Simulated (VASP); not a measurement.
# CoO in VASP: a series of runs

The runs below take CoO through single point, with PBEsol.

All numbers are computed with VASP 6.6.1; they aren't measurements. Logs are shortened: lines on timing, memory, paths and dates and some standing lists are left out, and cuts for length are marked.

**1. The cell of the first run**

The structure is tetragonal, space group I4/mmm (No. 139). Conventional cell: a = 3.075 Å, b = 3.075 Å, c = 4.263 Å, α = 90.00°, β = 90.00°, γ = 90.00°. Within 2.8 Å of Co (site symmetry 4/mmm) lie 6 O at 2.13 to 2.17 Å. O (site symmetry 4/mmm) has 6 Co at 2.13 to 2.17 Å within 2.8 Å.

**2. Single point, PBEsol, collinear spin, ferromagnetic start (equal xx and yy strain of +2 %)**

INCAR reads:

```
SYSTEM = CoO
PREC = Accurate ; ENCUT = 600
EDIFF = 1E-6 ; ISMEAR = -1
SIGMA = 0.05 ; LREAL = .False.
LASPH = .True. ; NELM = 200
ALGO = Normal ; ISIF = 2
LWAVE = .False. ; LCHARG = .True.
ISPIN = 2 ; MAGMOM = 2 0
LORBIT = 11 ; LMAXMIX = 4
GGA = PS ; LELF = .True.
LVHAR = .True. ; NBANDS = 18
GGA_COMPAT = .False.
```

KPOINTS reads:

```
Automatic mesh
0
Gamma
  16 16 16
  0 0 0
```

POSCAR reads:

```
CoO
1.0
    0.0000000000      2.1741300000      2.1315000000
    2.1741300000      0.0000000000      2.1315000000
    2.1741300000      2.1741300000      0.0000000000
Co O
1 1
Direct
    0.0000000000      0.0000000000      0.0000000000
    0.5000000000      0.5000000000      0.5000000000
```

Potentials or basis: VASP PAW PBE potentials, release 64 (Co, O).

Command:

```
> cat potpaw_PBE.64/Co/POTCAR potpaw_PBE.64/O/POTCAR > POTCAR
> mpirun -np 1 vasp_std > vasp.out
```

OUTCAR:

```text
SYSTEM = CoO
   PREC = Accurate
   ENCUT = 600
   EDIFF = 1E-6
   ISMEAR = -1
   LREAL = .False.
   LASPH = .True.
   NELM = 200
   ISIF = 2
   ISPIN = 2
   LORBIT = 11
   GGA = PS

 ion  position               nearest neighbor table
   1  0.000  0.000  0.000-   2 2.13   2 2.13   2 2.17   2 2.17   2 2.17   2 2.17
   2  0.500  0.500  0.500-   1 2.13   1 2.13   1 2.17   1 2.17   1 2.17   1 2.17

  LATTYP: Found a body centered tetragonal cell.
 ALAT       =     3.0746841324
 C/A-ratio  =     1.3864838847

  Lattice vectors:

 A1 = (   0.0000000000,  -2.1741300000,  -2.1315000000)
 A2 = (   0.0000000000,   2.1741300000,  -2.1315000000)
 A3 = (   2.1741300000,   0.0000000000,   2.1315000000)

Analysis of symmetry for initial positions (statically):
=====================================================================
 Subroutine PRICEL returns:
 Original cell was already a primitive cell.

 Routine SETGRP: Setting up the symmetry group for a
 body centered tetragonal supercell.

 Subroutine GETGRP returns: Found 16 space group operations
 (whereof 16 operations were pure point group operations)
 out of a pool of 16 trial point group operations.

The static configuration has the point symmetry D_4h.

Analysis of symmetry for dynamics (positions and initial velocities):
=====================================================================
 Subroutine PRICEL returns:
 Original cell was already a primitive cell.

 Routine SETGRP: Setting up the symmetry group for a
 body centered tetragonal supercell.

 Subroutine GETGRP returns: Found 16 space group operations
 (whereof 16 operations were pure point group operations)
 out of a pool of 16 trial point group operations.

The dynamic configuration has the point symmetry D_4h.

Analysis of structural, dynamic, and magnetic symmetry:
=====================================================================
 Subroutine PRICEL returns:
 Original cell was already a primitive cell.

 Routine SETGRP: Setting up the symmetry group for a
 body centered tetragonal supercell.

 Subroutine GETGRP returns: Found 16 space group operations
 (whereof 16 operations were pure point group operations)
 out of a pool of 16 trial point group operations.

The overall configuration has the point symmetry D_4h.

 Subroutine INISYM returns: Found 16 space group operations
 (whereof 16 operations are pure point group operations),
 and found     1 'primitive' translations

[... 114 lines left out ...]
     AMIX_MAG =   1.60;   BMIX_MAG =  1.00
  volume/ion in A,a.u.               =      10.08        67.99
  Fermi-wavevector in a.u.,A,eV,Ry     =   1.483690  2.803767 29.950990  2.201336
  Thomas-Fermi vector in A             =   2.597320
   LORBIT       =     11    0 simple, 1 ext, 2 COOP (PROOUT), +10 PAW based schemes
   GGA     = PS    functional components
   LHFCALC =     F    Hartree Fock is set to
   AEXX    =    0.0000 exact exchange contribution
   IVDW    =     0    specifies the selected vdW correction
   LEPSILON=     F    determine dielectric tensor
   LRPA    =     F    only Hartree local field effects (RPA)
 spin polarized calculation
  energy-cutoff  :      600.00
  volume of cell :       20.15
 maximum number of plane-waves:       688
   NGX = 13   NGY = 13   NGZ = 13

 number of electron      15.0000003 magnetization       2.9824445

 Free energy of the ion-electron system (eV)
  ---------------------------------------------------
  ext. energy  EPLUGINS =         0.00000000
  ---------------------------------------------------
  free energy    TOTEN  =       -13.89154499 eV

  energy without entropy =      -13.85836041  energy(sigma->0) =      -13.87495270

 E-fermi :   7.2416     XC(G=0): -12.4215

 val. band max:        7.2407726840   @ k =   0.2500   0.0000   0.2500
 cond. band min:       7.2428641021   @ k =  -0.1875   0.3125   0.1875
 fundamental gap:      0.0020914181
 Fermi energy:         7.2415630244

 spin component 1

 k-point     1 :       0.0000    0.0000    0.0000
  band No.  band energies     occupation
      1     -12.6132      1.00000
      2       3.9645      1.00000
      3       3.9677      1.00000
      4       4.0923      1.00000
      5       4.0923      1.00000
      6       4.1475      1.00000
[... 493 lines left out ...]
     17      29.7139      0.00000
     18      32.6170      0.00000

 [... further k-points ...]

 spin component 2

 k-point     1 :       0.0000    0.0000    0.0000
  band No.  band energies     occupation
      1     -12.0571      1.00000
      2       4.7571      1.00000
      3       4.8449      1.00000
      4       4.8449      1.00000
      5       6.1986      1.00000
      6       6.1987      1.00000
[... 493 lines left out ...]
     17      30.5548      0.00000
     18      33.4310      0.00000

 [... further k-points ...]

------------------------ aborting loop because EDIFF is reached ----------------------------------------

  FORCE on cell =-STRESS in cart. coord.  units (eV):
  Direction    XX          YY          ZZ          XY          YZ          ZX
  --------------------------------------------------------------------------------------
  -------------------------------------------------------------------------------------
  Total       -2.1228048     -2.1228048     -2.1086571      0.0000000      0.0000000      0.0000000
  in kB     -168.7851696   -168.7851696   -167.6602858      0.0000000      0.0000000      0.0000000
  external PRESSURE =    -168.4102083 kB  Pullay stress =       0.0000000 kB

 VOLUME and BASIS-vectors are now :
 -----------------------------------------------------------------------------
  energy-cutoff  :      600.00
  volume of cell :       20.15
      direct lattice vectors                 reciprocal lattice vectors
     0.000000000  2.174130000  2.131500000    -0.229977048  0.229977048  0.234576589
     2.174130000  0.000000000  2.131500000     0.229977048 -0.229977048  0.234576589
     2.174130000  2.174130000  0.000000000     0.229977048  0.229977048 -0.234576589

 POSITION                                       TOTAL-FORCE (eV/Angst)
 -----------------------------------------------------------------------------------
      0.00000      0.00000      0.00000         0.000000      0.000000      0.000000
      2.17413      2.17413      2.13150         0.000000      0.000000      0.000000
 -----------------------------------------------------------------------------------
    total drift:                                0.000000     -0.000000     -0.000000

  FREE ENERGIE OF THE ION-ELECTRON SYSTEM (eV)
  ---------------------------------------------------
  free  energy   TOTEN  =       -13.8915449930 eV

  energy  without entropy=      -13.8583604133  energy(sigma->0) =      -13.87495270

 total charge

# of ion       s       p       d       tot
------------------------------------------
    1        0.287   0.334   7.114   7.735
    2        1.547   3.381   0.000   4.928
--------------------------------------------------
tot          1.834   3.716   7.114  12.663

 magnetization (x)

# of ion       s       p       d       tot
------------------------------------------
    1        0.019   0.016   2.564   2.600
    2        0.028   0.298   0.000   0.325
--------------------------------------------------
tot          0.047   0.314   2.564   2.925
```

stdout:

```text
POSCAR found type information on POSCAR CoO
 POSCAR found :  2 types and       2 ions
 scaLAPACK will be used
 -----------------------------------------------------------------------------
|                                                                             |
|                                                                             |
|     You enforced a specific xc type in the INCAR file but a different       |
|     I HOPE YOU KNOW WHAT YOU ARE DOING!                                     |
|                                                                             |
 -----------------------------------------------------------------------------

 LDA part: xc-table for (Slater+PW92), standard interpolation
 POSCAR, INCAR and KPOINTS ok, starting setup
 FFT: planning ... GRIDC
 FFT: planning ... GRID_SOFT
 FFT: planning ... GRID
 WAVECAR not read
 entering main loop
```

Run time: 10 min. Hardware: 1 thread of AMD EPYC 7R43 (Zen 3), shared host; peak memory 0.29 GiB.

What came out:

```yaml
Free_energy: -13.8915 eV
Pressure: -16.8 GPa
Band_gap_on_the_k_mesh: zero (filled and empty bands overlap)
Net_moment: 2.98 μB per cell
Site_moments: Co +2.60; O +0.33 μB
Valence_electrons_inside_the_program's_atomic_spheres: Co 7.74; O 4.93
```

Caveat: the cell differs from its parent crystal (equal xx and yy strain of +2 %); the cell stands under tension; the PAW data sets were made with another functional, which shifts forces and pressure a little; a cell with one magnetic atom can't hold antiferromagnetic order, which such compounds often take; semilocal functionals often make such compounds metallic where correlation or magnetic order opens a gap, which also shifts bond lengths.

**3. Single point, PBEsol, collinear spin, ferromagnetic start (equal xy, yz and zx shear strains of +1 %)**

INCAR reads:

```
ALGO = Normal
EDIFF = 1E-7
ENCUT = 520
GGA = PS
ISIF = 2
ISMEAR = -1
ISPIN = 2
LASPH = True
LCHARG = True
LELF = True
LMAXMIX = 4
LORBIT = 11
LREAL = False
LVHAR = True
LWAVE = False
MAGMOM = 2 0
NBANDS = 18
NELM = 150
PREC = Accurate
SIGMA = 0.05
```

KPOINTS reads:

```
k-points
0
Gamma
  16 16 16
```

POSCAR reads:

```
CoO
1.0
    0.0213150000      2.1421575000      2.1421575000
    2.1421575000      0.0213150000      2.1421575000
    2.1421575000      2.1421575000      0.0213150000
Co O
1 1
Direct
    0.0000000000      0.0000000000      0.0000000000
    0.5000000000      0.5000000000      0.5000000000
```

Potentials or basis: VASP PAW PBE potentials, release 64 (Co, O).

Command:

```
> cat potpaw_PBE.64/Co/POTCAR potpaw_PBE.64/O/POTCAR > POTCAR
> mpirun -np 1 vasp_std > vasp.out
```

Run time: 3.6 min. Hardware: 1 thread of AMD EPYC 9R45 (Zen 5), shared host; peak memory 0.29 GiB.

Results (log left out):

| Quantity | Value |
| --- | --- |
| Free energy | -13.9583 eV |
| Pressure | -11.3 GPa |
| Net moment | 2.94 μB per cell |
| Site moments | Co +2.57; O +0.32 μB |
| Valence electrons inside the program's atomic spheres | Co 7.80; O 4.95 |

Stress tensor (GPa, compression positive):
```
-11.27   0.18   0.18
  0.18 -11.27   0.18
  0.18   0.18 -11.27
```

Levels at points of the mesh, in eV from the Fermi level:
Spin up:
```tsv
k point	band 6	band 7	band 8	band 9	band 10	band 11	band 12	band 13
(0.00, 0.00, 0.00)	-3.17	-3.17	-3.12	-3.12	0.83	16.56	17.62	18.04
(0.50, 0.00, 0.00)	-2.38	-1.85	0.06	0.08	4.82	9.22	13.04	13.24
(0.50, 0.50, 0.00)	-2.94	-2.43	-2.15	-2.13	5.67	9.61	11.45	15.42
(0.50, 0.50, 0.50)	-2.42	-1.92	0.05	0.05	4.94	9.00	13.42	13.42
```
Spin down:
| k point | band 2 | band 3 | band 4 | band 5 | band 6 | band 7 | band 8 | band 9 | band 10 | band 11 |
| --- | --- | --- | --- | --- | --- | --- | --- | --- | --- | --- |
| (0.00, 0.00, 0.00) | -2.66 | -2.55 | -2.55 | -1.14 | -1.08 | -1.08 | -0.13 | -0.13 | 1.39 | 16.51 |
| (0.50, 0.00, 0.00) | -7.64 | -4.76 | -4.67 | -0.14 | -0.09 | 0.21 | 2.55 | 2.58 | 5.13 | 10.05 |
| (0.50, 0.50, 0.00) | -6.46 | -3.91 | -3.80 | -2.25 | 0.14 | 0.15 | 0.34 | 0.81 | 6.51 | 10.12 |
| (0.50, 0.50, 0.50) | -7.70 | -4.63 | -4.63 | -0.14 | -0.14 | 0.17 | 2.54 | 2.54 | 5.25 | 9.81 |

Caveat: the cell differs from its parent crystal (equal xy, yz and zx shear strains of +1 %); the cell stands under tension; the PAW data sets were made with another functional, which shifts forces and pressure a little; a cell with one magnetic atom can't hold antiferromagnetic order, which such compounds often take; semilocal functionals often make such compounds metallic where correlation or magnetic order opens a gap, which also shifts bond lengths.

**4. Single point, PBEsol, collinear spin, ferromagnetic start (equal xy, yz and zx shear strains of +3 %)**

INCAR reads:

```
SYSTEM = CoO
PREC     = Accurate       ! precision mode
ENCUT    = 520            ! plane-wave cutoff, eV
EDIFF    = 1E-6           ! SCF threshold, eV
ISMEAR   = -1             ! smearing method
SIGMA    = 0.05           ! smearing width, eV
LREAL    = .FALSE.        ! projectors in reciprocal space
LASPH    = .TRUE.         ! aspherical terms in the spheres
NELM     = 150            ! most SCF steps
ALGO     = Normal         ! electronic algorithm
ISIF     = 2              ! what is computed and relaxed
LWAVE    = .FALSE.        ! write WAVECAR
LCHARG   = .TRUE.         ! write CHGCAR
ISPIN    = 2              ! spin polarisation
MAGMOM   = 2 0            ! initial moments
LORBIT   = 11             ! projections on sites
LMAXMIX  = 4              ! l up to which the mixer works
GGA      = PS             ! functional
LELF     = .TRUE.         ! ELF
LVHAR    = .TRUE.       
NBANDS   = 18             ! bands
```

KPOINTS reads:

```
Automatic mesh
0
G
  16 16 16
  0 0 0
```

POSCAR reads:

```
CoO
1.0
    0.0639450000      2.1634725000      2.1634725000
    2.1634725000      0.0639450000      2.1634725000
    2.1634725000      2.1634725000      0.0639450000
Co O
1 1
Direct
    0.0000000000      0.0000000000      0.0000000000
    0.5000000000      0.5000000000      0.5000000000
```

Potentials or basis: VASP PAW PBE potentials, release 64 (Co, O).

Command:

```
> cat potpaw_PBE.64/Co/POTCAR potpaw_PBE.64/O/POTCAR > POTCAR
> mpirun -np 1 vasp_std > vasp.out
```

OUTCAR:

```text
SYSTEM = CoO
   PREC = Accurate
   ENCUT = 520
   EDIFF = 1E-6
   ISMEAR = -1
   LREAL = .FALSE.
   LASPH = .TRUE.
   NELM = 150
   ISIF = 2
   ISPIN = 2
   LORBIT = 11
   GGA = PS

 ion  position               nearest neighbor table
   1  0.000  0.000  0.000-   2 2.13   2 2.13   2 2.13   2 2.13   2 2.13   2 2.13
   2  0.500  0.500  0.500-   1 2.13   1 2.13   1 2.13   1 2.13   1 2.13   1 2.13

  LATTYP: Found a trigonal (rhomboedric) cell.
 ALAT       =     3.0602802943
 COS(alpha) =     0.5293254421

  Lattice vectors:

 A1 = (   0.0639450000,   2.1634725000,   2.1634725000)
 A2 = (   2.1634725000,   0.0639450000,   2.1634725000)
 A3 = (   2.1634725000,   2.1634725000,   0.0639450000)

Analysis of symmetry for initial positions (statically):
=====================================================================
 Subroutine PRICEL returns:
 Original cell was already a primitive cell.

 Routine SETGRP: Setting up the symmetry group for a
 trigonal (rhombohedral) supercell.

 Subroutine GETGRP returns: Found 12 space group operations
[... 694 lines left out ...]

 k-point     1 :       0.0000    0.0000    0.0000
  band No.  band energies     occupation
      1     -11.8657      1.00000
      2       4.9817      1.00000
      3       5.3168      1.00000
      4       5.3168      1.00000
      5       6.5459      1.00000
      6       6.7378      1.00000
[... 493 lines left out ...]
     17      31.7359      0.00000
     18      34.3233      0.00000

 [... further k-points ...]
[... 5 lines left out ...]
  --------------------------------------------------------------------------------------
  -------------------------------------------------------------------------------------
  Total       -1.4005784     -1.4005784     -1.4005784      0.0412176      0.0412176      0.0412176
  in kB     -115.9370668   -115.9370668   -115.9370668      3.4119103      3.4119103      3.4119103
  external PRESSURE =    -115.9370668 kB  Pullay stress =       0.0000000 kB

 VOLUME and BASIS-vectors are now :
 -----------------------------------------------------------------------------
  energy-cutoff  :      520.00
  volume of cell :       19.36
      direct lattice vectors                 reciprocal lattice vectors
     0.063945000  2.163472500  2.163472500    -0.241617008  0.234680635  0.234680635
     2.163472500  0.063945000  2.163472500     0.234680635 -0.241617008  0.234680635
     2.163472500  2.163472500  0.063945000     0.234680635  0.234680635 -0.241617008

 POSITION                                       TOTAL-FORCE (eV/Angst)
 -----------------------------------------------------------------------------------
      0.00000      0.00000      0.00000        -0.000000      0.000000     -0.000000
      2.19545      2.19545      2.19545         0.000000     -0.000000      0.000000
 -----------------------------------------------------------------------------------
    total drift:                                0.000000     -0.000000     -0.000000

  FREE ENERGIE OF THE ION-ELECTRON SYSTEM (eV)
  ---------------------------------------------------
  free  energy   TOTEN  =       -13.9612437312 eV

  energy  without entropy=      -13.9303569964  energy(sigma->0) =      -13.94580036

 total charge

# of ion       s       p       d       tot
------------------------------------------
    1        0.297   0.360   7.140   7.797
    2        1.551   3.398   0.000   4.949
--------------------------------------------------
tot          1.848   3.758   7.140  12.746

 magnetization (x)

# of ion       s       p       d       tot
------------------------------------------
    1        0.019   0.017   2.530   2.567
    2        0.029   0.288   0.000   0.317
--------------------------------------------------
tot          0.048   0.305   2.530   2.884
```

OSZICAR:

```text
N       E                     dE             d eps       ncg     rms          rms(c)
DAV:   1     0.772965218882E+02    0.77297E+02   -0.65493E+03 31190   0.957E+02
DAV:   2    -0.114033155239E+02   -0.88700E+02   -0.76469E+02 31564   0.221E+02
DAV:   3    -0.162601866404E+02   -0.48569E+01   -0.46909E+01 34924   0.552E+01
DAV:   4    -0.163099306039E+02   -0.49744E-01   -0.49701E-01 36132   0.534E+00
DAV:   5    -0.163110688081E+02   -0.11382E-02   -0.11380E-02 36916   0.809E-01    0.162E+01
DAV:   6    -0.154008234255E+02    0.91025E+00   -0.16647E+01 37582   0.617E+01    0.202E+01
DAV:   7    -0.140811574311E+02    0.13197E+01   -0.77411E+00 36960   0.481E+01    0.807E+00
DAV:   8    -0.139794711785E+02    0.10169E+00   -0.39926E-01 43364   0.982E+00    0.402E+00
DAV:   9    -0.139795110859E+02   -0.39907E-04   -0.26725E-01 43852   0.851E+00    0.290E+00
DAV:  10    -0.139652876588E+02    0.14223E-01   -0.76577E-02 44346   0.524E+00    0.811E-01
DAV:  11    -0.139612359665E+02    0.40517E-02   -0.27946E-02 42008   0.248E+00    0.301E-01
DAV:  12    -0.139612377329E+02   -0.17664E-05   -0.31021E-03 40600   0.620E-01    0.772E-02
DAV:  13    -0.139613099134E+02   -0.72181E-04   -0.35810E-04 41022   0.249E-01    0.130E-01
DAV:  14    -0.139612559055E+02    0.54008E-04   -0.80469E-05 43614   0.106E-01    0.635E-02
DAV:  15    -0.139612479885E+02    0.79170E-05   -0.51174E-05 42242   0.884E-02    0.378E-02
DAV:  16    -0.139612432955E+02    0.46929E-05   -0.18956E-05 45970   0.570E-02    0.104E-02
DAV:  17    -0.139612437312E+02   -0.43563E-06   -0.10956E-06 21524   0.963E-03
   1 F= -.13961244E+02 E0= -.13945800E+02  d E =-.308867E-01  mag=     2.9371
```

Run time: 3.2 min. Hardware: 1 thread of AMD EPYC 9R45 (Zen 5), shared host; peak memory 0.29 GiB.

What came out:

* Free energy: -13.9612 eV
* Pressure: -11.6 GPa
* Net moment: 2.94 μB per cell
* Site moments: Co +2.57; O +0.32 μB
* Valence electrons inside the program's atomic spheres: Co 7.80; O 4.95

Caveat: the cell differs from its parent crystal (equal xy, yz and zx shear strains of +3 %); the cell stands under tension; the PAW data sets were made with another functional, which shifts forces and pressure a little; a cell with one magnetic atom can't hold antiferromagnetic order, which such compounds often take; semilocal functionals often make such compounds metallic where correlation or magnetic order opens a gap, which also shifts bond lengths.

**5. Overview**

```tsv
cell	cutoff (eV)	gap on the mesh (eV)	pressure (GPa)	moment (μB)
a = 3.045, b = 3.045, c = 3.075 Å, angles 59.7, 59.7, 60.7°, 2 atoms	600	none	-16.8	2.98
a = 3.030 Å, angles 59.3°, 2 atoms	520	none	-11.3	2.94
a = 3.060 Å, angles 58.0°, 2 atoms	520	none	-11.6	2.94
```

Alike in all rows: task single point; level PBEsol; potentials or basis VASP PAW PBE potentials, release 64 (Co, O); spin collinear, ferromagnetic start; k mesh 16 × 16 × 16; smearing fermi-dirac 0.05 eV.

Caveats: the cell stands under tension; the PAW data sets were made with another functional, which shifts forces and pressure a little; a cell with one magnetic atom can't hold antiferromagnetic order, which such compounds often take; semilocal functionals often make such compounds metallic where correlation or magnetic order opens a gap, which also shifts bond lengths.

Absolute energies hang on the potentials; compare differences alone.
